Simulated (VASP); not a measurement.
**CsSnI3: single point with PBEsol**

CsSnI3:

```xyz
5
Lattice="6.0721 0.0000 0.0000 0.0000 6.0721 0.0000 0.0000 0.0000 6.0721" Properties=species:S:1:pos:R:3 pbc="T T T"
Cs    0.0000    0.0000    0.0000
Sn    3.0361    3.0361    3.0361
I     0.0000    3.0361    3.0361
I     3.0361    0.0000    3.0361
I     3.0361    3.0361    0.0000
```

This cell differs from its parent crystal: volume scaled by 0.97.

* Program: VASP 6.6.1
* Task: single point
* Functional: PBEsol
* Potentials or basis: VASP PAW PBE potentials, release 64 (Cs_sv, Sn_d, I)
* Cutoff: 520 eV
* k mesh: 6 × 6 × 6
* Occupations: gaussian, width 0.01 eV
* Spin: no spin polarisation
* Dipole correction: no
* Further INCAR settings: ALGO = Normal; EDIFF = 1e-06; NBANDS = 30

| Item | Value |
| --- | --- |
| Pressure | 0.6 GPa |
| Band gap on the k mesh | zero (filled and empty bands touch) |

Levels at points of the mesh, in eV from the Fermi level:
| k point | band 18 | band 19 | band 20 | band 21 | band 22 | band 23 | band 24 | band 25 | band 26 | band 27 |
| --- | --- | --- | --- | --- | --- | --- | --- | --- | --- | --- |
| (0.00, 0.00, 0.00) | -2.76 | -2.76 | -2.55 | -2.55 | -2.55 | 1.76 | 2.59 | 2.59 | 2.92 | 2.92 |
| (0.50, 0.00, 0.00) | -3.03 | -2.96 | -2.71 | -2.71 | -1.76 | 0.84 | 3.46 | 3.52 | 3.76 | 3.81 |
| (0.50, 0.50, 0.00) | -3.12 | -3.12 | -2.90 | -2.09 | -0.86 | 0.51 | 0.51 | 3.85 | 3.92 | 4.05 |
| (0.50, 0.50, 0.50) | -2.89 | -2.07 | -2.07 | -2.07 | 0.00 | 0.00 | 0.00 | 0.05 | 2.54 | 3.60 |

Run time: 110 s on 1 thread of Intel(R) Xeon(R) Platinum 8488C (Sapphire Rapids), on a shared host, peak memory 0.4 GiB.

Caveat: the PAW data sets were made with another functional, which shifts forces and pressure a little; spin-orbit coupling is left out, which moves the levels of the heavy elements.
